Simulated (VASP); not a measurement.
# Ga (P6_3/mmc) in VASP: notebook

Runs on Ga. Level: PBE. Tasks: relaxation of cell and atoms.

Program: VASP 6.6.1. These are calculated values, not measurements. Logs are shortened: lines on timing, memory, paths and dates and some standing lists are left out, and cuts for length are marked.

## Step 1: The cell of the first run

The structure is hexagonal, space group P6_3/mmc (No. 194). Conventional cell: a = 2.233 Å, b = 2.233 Å, c = 3.731 Å, α = 90.00°, β = 90.00°, γ = 120.00°. Ga (site symmetry -6m2) has 12 Ga at 2.23 to 2.27 Å within 3.0 Å.

This isn't the form of Ga at room conditions, which is orthorhombic.

## Step 2: Relaxation of cell and atoms, PBE, target pressure 330 GPa, at which the enthalpy is minimised

Contents of INCAR:

```
SYSTEM = Ga
PREC = Accurate ; ENCUT = 600
EDIFF = 1E-6 ; ISMEAR = -1
SIGMA = 0.05 ; LREAL = .False.
LASPH = .True. ; NELM = 80
ALGO = Normal ; ISIF = 3
LWAVE = .False. ; LCHARG = .False.
GGA = PE ; IBRION = 2
NSW = 32 ; EDIFFG = -0.005
PSTRESS = 3300.0
```

Contents of KPOINTS:

```
Automatic mesh
0
Gamma
  19 19 11
  0 0 0
```

Contents of POSCAR:

```
Ga
1.0
    2.2330483245      0.0000000000      0.0000000000
   -1.1165241623      1.9338765769      0.0000000000
    0.0000000000      0.0000000000      3.7312025506
Ga
2
Direct
    0.3333333333      0.6666666667      0.2500000000
    0.6666666667      0.3333333333      0.7500000000
```

Potentials or basis: VASP PAW PBE potentials, release 64 (Ga_d).

The run is started by

```bash
cat potpaw_PBE.64/Ga_d/POTCAR > POTCAR
mpirun -np 1 vasp_std > vasp.out
```

OUTCAR:

```text
SYSTEM = Ga
   PREC = Accurate
   ENCUT = 600
   EDIFF = 1E-6
   ISMEAR = -1
   LREAL = .False.
   LASPH = .True.
   NELM = 80
   ISIF = 3
   GGA = PE
   IBRION = 2
   NSW = 32
   EDIFFG = -0.005
   PSTRESS = 3300.0

 ion  position               nearest neighbor table
   1  0.333  0.667  0.250-   2 2.27   2 2.27   2 2.27   2 2.27   2 2.27   2 2.27
   2  0.667  0.333  0.750-   1 2.27   1 2.27   1 2.27   1 2.27   1 2.27   1 2.27

  LATTYP: Found a hexagonal cell.
 ALAT       =     2.2330483245
 C/A-ratio  =     1.6709009427

  Lattice vectors:

 A1 = (   2.2330483245,   0.0000000000,   0.0000000000)
 A2 = (  -1.1165241623,   1.9338765769,   0.0000000000)
 A3 = (   0.0000000000,   0.0000000000,   3.7312025506)

Analysis of symmetry for initial positions (statically):
=====================================================================
 Subroutine PRICEL returns:
 Original cell was already a primitive cell.

 Routine SETGRP: Setting up the symmetry group for a
 hexagonal supercell.

 Subroutine GETGRP returns: Found 24 space group operations
 (whereof 12 operations were pure point group operations)
 out of a pool of 24 trial point group operations.

The static configuration has the point symmetry D_3d.
 The point group associated with its full space group is D_6h.

Analysis of symmetry for dynamics (positions and initial velocities):
=====================================================================
 Subroutine PRICEL returns:
 Original cell was already a primitive cell.

 Routine SETGRP: Setting up the symmetry group for a
 hexagonal supercell.

 Subroutine GETGRP returns: Found 24 space group operations
 (whereof 12 operations were pure point group operations)
 out of a pool of 24 trial point group operations.

The dynamic configuration has the point symmetry D_3d.
 The point group associated with its full space group is D_6h.

 Subroutine INISYM returns: Found 24 space group operations
 (whereof 12 operations are pure point group operations),
 and found     1 'primitive' translations

----------------------------------------------------------------------------------------

                                     Primitive cell

  volume of cell :      16.1130

  direct lattice vectors                    reciprocal lattice vectors
     2.233048324  0.000000000  0.000000000     0.447818343  0.258548041  0.000000000
    -1.116524162  1.933876577  0.000000000     0.000000000  0.517096081  0.000000000
     0.000000000  0.000000000  3.731202551     0.000000000  0.000000000  0.268010108

  length of vectors
     2.233048324  2.233048325  3.731202551     0.517096081  0.517096081  0.268010108

  position of ions in fractional coordinates (direct lattice)
     0.333333333  0.666666667  0.250000000
     0.666666667  0.333333333  0.750000000

  ion indices of the primitive-cell ions
   primitive index   ion index
                 1           1
                 2           2

----------------------------------------------------------------------------------------

 KPOINTS: Automatic mesh

Automatic generation of k-mesh.
 Grid dimensions read from file:
 generate k-points for:   19   19   11

 Generating k-lattice:

  Cartesian coordinates                     Fractional coordinates (reciprocal lattice)
     0.023569386  0.013607792  0.000000000     0.052631579  0.000000000  0.000000000
     0.000000000  0.027215583  0.000000000     0.000000000  0.052631579  0.000000000
     0.000000000  0.000000000  0.024364555     0.000000000  0.000000000  0.090909091

  Length of vectors
     0.027215583  0.027215583  0.024364555

  Shift w.r.t. Gamma in fractional coordinates (k-lattice)
     0.000000000  0.000000000  0.000000000

 Subroutine IBZKPT returns following result:
 ===========================================

 Found    240 irreducible k-points:

 Following reciprocal coordinates:
            Coordinates               Weight
  0.000000  0.000000  0.000000      1.000000
  0.052632  0.000000  0.000000      6.000000
  0.105263  0.000000  0.000000      6.000000
  0.157895 -0.000000  0.000000      6.000000
  0.210526 -0.000000  0.000000      6.000000
  0.263158 -0.000000  0.000000      6.000000
[... 16 lines left out ...]
  0.263158  0.105263  0.000000     12.000000
  0.315789  0.105263  0.000000     12.000000
 [... further k-points ...]
   k-points           NKPTS =    240   k-points in BZ     NKDIM =    240   number of bands    NBANDS=     17
   number of dos      NEDOS =    301   number of ions     NIONS =      2
   total plane-waves  NPLWV =   9720
   dimension x,y,z NGX =    18 NGY =   18 NGZ =   30
   dimension x,y,z NGXF=    36 NGYF=   36 NGZF=   60
   ions per type =               2
   NGX,Y,Z   is equivalent  to a cutoff of  13.40, 13.40, 13.37 a.u.
   NGXF,Y,Z  is equivalent  to a cutoff of  26.80, 26.80, 26.73 a.u.
 SYSTEM =  Ga
   PREC   = accura    normal or accurate (medium, high low for compatibility)
   ISTART =      0    job   : 0-new  1-cont  2-samecut
   ICHARG =      2    charge: 1-file 2-atom 10-const
   ISPIN  =      1    spin polarized calculation?
   LNONCOLLINEAR =      F non collinear calculations
   LSORBIT =      F    spin-orbit coupling
   LASPH  =      T    aspherical Exc in radial PAW
   ENCUT  =  600.0 eV  44.10 Ry    6.64 a.u.   4.46  4.46  7.45*2*pi/ulx,y,z
   NELM   =     80;   NELMIN=  2; NELMDL= -5     # of ELM steps
   EDIFF  = 0.1E-05   stopping-criterion for ELM
   LREAL  =      F    real-space projection
   EDIFFG = -.5E-02   stopping-criterion for IOM
   NSW    =     32    number of steps for IOM
   IBRION =      2    ionic relax: 0-MD 1-quasi-New 2-CG
   NFREE  =      1    steps in history (QN), initial steepest desc. (CG)
   ISIF   =      3    stress and relaxation
   ISYM   =      2    0-nonsym 1-usesym 2-fastsym
   POTIM  = 0.5000    time-step for ionic-motion
   TEBEG  =    0.0;   TEEND  =   0.0 temperature during run
   PSTRESS= 3300.0 pullay stress
   NELECT =      26.0000    total number of electrons
   NUPDOWN=      -1.0000    fix difference up-down
   EMIN   =  10.00;   EMAX   =-10.00  energy-range for DOS
   EFERMI =   0.00;   METHOD = LEGACY
   ISMEAR =    -1;   SIGMA  =   0.05  broadening in eV -4-tet -1-fermi 0-gaus
   EFERMI_NEDOS =   21; number of points for ismear=-14 and -15
   IALGO  =     38    algorithm
   IMIX   =      4    mixing-type and parameters
     AMIX     =   0.40;   BMIX     =  1.00
     AMIX_MAG =   1.60;   BMIX_MAG =  1.00
  volume/ion in A,a.u.               =       8.06        54.37
  Fermi-wavevector in a.u.,A,eV,Ry     =   1.920175  3.628604 50.165638  3.687070
  Thomas-Fermi vector in A             =   2.954774
   LORBIT       =      0    0 simple, 1 ext, 2 COOP (PROOUT), +10 PAW based schemes
   GGA     = PE    functional components
   LHFCALC =     F    Hartree Fock is set to
   AEXX    =    0.0000 exact exchange contribution
   IVDW    =     0    specifies the selected vdW correction
   LEPSILON=     F    determine dielectric tensor
   LRPA    =     F    only Hartree local field effects (RPA)
 conjugate gradient relaxation of ions
 non-spin polarized calculation
  energy-cutoff  :      600.00
  volume of cell :       16.11
 maximum number of plane-waves:       561
 NGX is ok and might be reduce to    18
   NGX =  9   NGY =  9   NGZ = 15

--------------------------------------- Ionic step        1  -------------------------------------------

 number of electron      26.0000018 magnetization

 Free energy of the ion-electron system (eV)
  ---------------------------------------------------
  ext. energy  EPLUGINS =         0.00000000
  ---------------------------------------------------
  free energy    TOTEN  =         4.26753532 eV

  energy without entropy =        4.27294362  energy(sigma->0) =        4.27023947

------------------------ aborting loop because EDIFF is reached ----------------------------------------

  FORCE on cell =-STRESS in cart. coord.  units (eV):
  Direction    XX          YY          ZZ          XY          YZ          ZX
  --------------------------------------------------------------------------------------
  -------------------------------------------------------------------------------------
  Total       33.5288362     33.5288362     33.5428484     -0.0000000     -0.0000000      0.0000000
  in kB     3333.9060784   3333.9060784   3335.2993684     -0.0000001     -0.0000000      0.0000000
  external PRESSURE =      34.3705084 kB  Pullay stress =    3300.0000000 kB
[... 93 lines left out ...]
  FREE ENERGIE OF THE ION-ELECTRON SYSTEM (eV)
  ---------------------------------------------------
  free  energy   TOTEN  =         4.1715268149 eV

  energy  without entropy=        4.1769218748  energy(sigma->0) =        4.17422434

  enthalpy is  TOTEN    =        37.4549444568 eV   P V=       33.2834176418

[... ionic steps 4 to 7 ...]

--------------------------------------- Ionic step        8  -------------------------------------------

 number of electron      26.0000019 magnetization

------------------------ aborting loop because EDIFF is reached ----------------------------------------

  FORCE on cell =-STRESS in cart. coord.  units (eV):
  Direction    XX          YY          ZZ          XY          YZ          ZX
  --------------------------------------------------------------------------------------
  -------------------------------------------------------------------------------------
  Total       33.2880333     33.2880333     33.2972832     -0.0000000     -0.0000000      0.0000000
  in kB     3301.3761951   3301.3761951   3302.2935585     -0.0000003     -0.0000000      0.0000000
  external PRESSURE =       1.6819829 kB  Pullay stress =    3300.0000000 kB
[... 61 lines left out ...]
  enthalpy is  TOTEN    =        37.4549393742 eV   P V=       33.2739749684

--------------------------------------- Ionic step       10  -------------------------------------------

 number of electron      26.0000019 magnetization

 Free energy of the ion-electron system (eV)
  ---------------------------------------------------
  ext. energy  EPLUGINS =         0.00000000
  ---------------------------------------------------
  free energy    TOTEN  =         4.17798167 eV

  energy without entropy =        4.18335881  energy(sigma->0) =        4.18067024

 E-fermi :  18.3256     XC(G=0): -16.0781

 val. band max:       18.3017325877   @ k =   0.3684   0.2105   0.1818
 cond. band min:      18.3349781946   @ k =   0.2632   0.2105   0.3636
 fundamental gap:      0.0332456069
 Fermi energy:        18.3255841527

 k-point     1 :       0.0000    0.0000    0.0000
  band No.  band energies     occupation
      1      -2.8294      2.00000
      2      -1.2006      2.00000
      3       0.0872      2.00000
      4       0.2448      2.00000
      5       0.2448      2.00000
      6       0.4210      2.00000
[... 9 lines left out ...]
     16      37.5940      0.00000
     17      38.6659      0.00000
[... 443 lines left out ...]
      1      -0.9111      2.00000
      2      -0.6144      2.00000
      3      -0.5896      2.00000
      4       0.2363      2.00000
      5       0.4646      2.00000
      6       0.5535      2.00000
[... 9 lines left out ...]
     16      26.2520      0.00000
     17      27.5098      0.00000

 [... further k-points ...]

------------------------ aborting loop because EDIFF is reached ----------------------------------------

  FORCE on cell =-STRESS in cart. coord.  units (eV):
  Direction    XX          YY          ZZ          XY          YZ          ZX
  --------------------------------------------------------------------------------------
  -------------------------------------------------------------------------------------
  Total       33.2825281     33.2825281     33.2809279     -0.0000000     -0.0000000      0.0000000
  in kB     3300.5525026   3300.5525027   3300.3938154     -0.0000005     -0.0000000      0.0000000
  external PRESSURE =       0.4996069 kB  Pullay stress =    3300.0000000 kB
[... 17 lines left out ...]
  FREE ENERGIE OF THE ION-ELECTRON SYSTEM (eV)
  ---------------------------------------------------
  free  energy   TOTEN  =         4.1779816737 eV

  energy  without entropy=        4.1833588088  energy(sigma->0) =        4.18067024

  enthalpy is  TOTEN    =        37.4549383578 eV   P V=       33.2769566840

 reached required accuracy - stopping structural energy minimisation
```

Run time: 4.9 min. Hardware: 1 thread of Intel Xeon 6975P-C (Granite Rapids), shared host; peak memory 0.19 GiB.

What came out:

```
Free energy                                                : 4.1780 eV
Relaxed volume                                             : 8.08 Å³/atom
Relaxed cell                                               : a = 2.234 Å, b = 2.234 Å, c = 3.737 Å, α = 90.00°, β = 90.00°, γ = 120.00°
Space group after relaxing (to 0.1 Å)                      : P6_3/mmc (No. 194)
Energy change on relaxing (the run minimises the enthalpy) : -44.8 meV/atom
Ionic steps                                                : 10
Pressure after relaxing                                    : 330.0 GPa
Band gap on the k mesh                                     : zero (bands 13 and 14 overlap by 10.07 eV)
```

Step by step:
```csv
step,energy change (eV),largest force (eV/Å),pressure (GPa),volume (Å³)
1,0.0000,0.0000,333.44,16.11
2,-0.8086,0.0000,304.83,16.52
3,-0.0960,0.0000,329.84,16.16
4,-0.0917,0.0000,330.30,16.16
5,-0.0941,0.0000,329.73,16.16
6,-0.0400,0.0000,331.97,16.13
7,-0.0870,0.0000,330.03,16.15
8,-0.0868,0.0000,330.17,16.15
9,-0.0866,0.0000,330.18,16.15
10,-0.0896,0.0000,330.05,16.16
```

Final structure:
```
CELL_PARAMETERS angstrom
2.23442 0.00000 0.00000
-1.11721 1.93507 0.00000
0.00000 0.00000 3.73662
ATOMIC_POSITIONS crystal
Ga 0.33333 0.66667 0.25000
Ga 0.66667 0.33333 0.75000
```

Levels at points of the mesh, in eV from the Fermi level:
| k point | band 9 | band 10 | band 11 | band 12 | band 13 | band 14 | band 15 | band 16 | band 17 |
| --- | --- | --- | --- | --- | --- | --- | --- | --- | --- |
| (0.00, 0.00, 0.00) | -17.52 | -16.79 | -16.79 | -10.78 | -6.31 | 18.42 | 19.27 | 19.27 | 20.34 |

Caveat: the cell is relaxed towards a set pressure, so the run minimises the enthalpy, not the energy.

## Step 3: Relaxation of cell and atoms, PBE, target pressure 330 GPa, at which the enthalpy is minimised

This run uses another cell than the first one, of 8.08 Å³/atom.

Contents of INCAR:

```
PREC     = Accurate       # precision mode
ENCUT    = 600            # plane-wave cutoff, eV
EDIFF    = 1E-6           # SCF threshold, eV
ISMEAR   = -1             # smearing method
SIGMA    = 0.05           # smearing width, eV
LREAL    = False          # projectors in reciprocal space
LASPH    = True           # aspherical terms in the spheres
NELM     = 80             # most SCF steps
ALGO     = Normal         # electronic algorithm
ISIF     = 3              # what is computed and relaxed
LWAVE    = False          # write WAVECAR
LCHARG   = False          # write CHGCAR
GGA      = PE             # functional
IBRION   = 2              # ionic algorithm
NSW      = 60             # ionic steps
EDIFFG   = -0.005         # ionic threshold
PSTRESS  = 3300.0
```

Contents of KPOINTS:

```
Automatic mesh
0
Gamma
  19 19 11
```

Contents of POSCAR:

```
Ga
1.0
    2.2582847483      0.0000000000      0.0000000000
   -1.1291423742      1.9557319610      0.0000000000
    0.0000000000      0.0000000000      3.6584212923
Ga
2
Direct
    0.3333333333      0.6666666667      0.2500000000
    0.6666666667      0.3333333333      0.7500000000
```

Potentials or basis: VASP PAW PBE potentials, release 64 (Ga_d).

The run is started by

```bash
cat potpaw_PBE.64/Ga_d/POTCAR > POTCAR
mpirun -np 1 vasp_std > vasp.out
```

Run time: 3.8 min. Hardware: 1 thread of Intel Xeon 6975P-C (Granite Rapids), shared host; peak memory 0.18 GiB.

Results (log left out):

```
Free energy                                                : 4.1745 eV
Energy change on relaxing (the run minimises the enthalpy) : -7.2 meV/atom
Ionic steps                                                : 5
Pressure after relaxing                                    : 330.0 GPa
Band gap on the k mesh                                     : zero (bands 13 and 14 overlap by 10.06 eV)
```

Step by step:
```
step  energy change (eV)  largest force (eV/Å)  pressure (GPa)  volume (Å³)
   1              0.0000                0.0000          330.18        16.16
   2             -0.0455                0.0000          328.74        16.17
   3             -0.0441                0.0000          328.96        16.17
   4              0.2056                0.0000          337.62        16.05
   5             -0.0144                0.0000          330.05        16.16
```

Final structure:
```xyz
2
Lattice="2.2344 0.0000 0.0000 -1.1172 1.9350 0.0000 0.0000 0.0000 3.7371" Properties=species:S:1:pos:R:3 pbc="T T T"
Ga    0.0000    1.2900    0.9343
Ga    1.1172    0.6450    2.8028
```

Levels at points of the mesh, in eV from the Fermi level:
| k point | band 10 | band 11 | band 12 | band 13 | band 14 | band 15 | band 16 | band 17 |
| --- | --- | --- | --- | --- | --- | --- | --- | --- |
| (0.00, 0.00, 0.00) | -16.79 | -16.79 | -10.78 | -6.32 | 18.42 | 19.27 | 19.27 | 20.33 |

Caveat: the cell is relaxed towards a set pressure, so the run minimises the enthalpy, not the energy.

The gap in the log of VASP goes by the Fermi energy; the results here count the filled bands.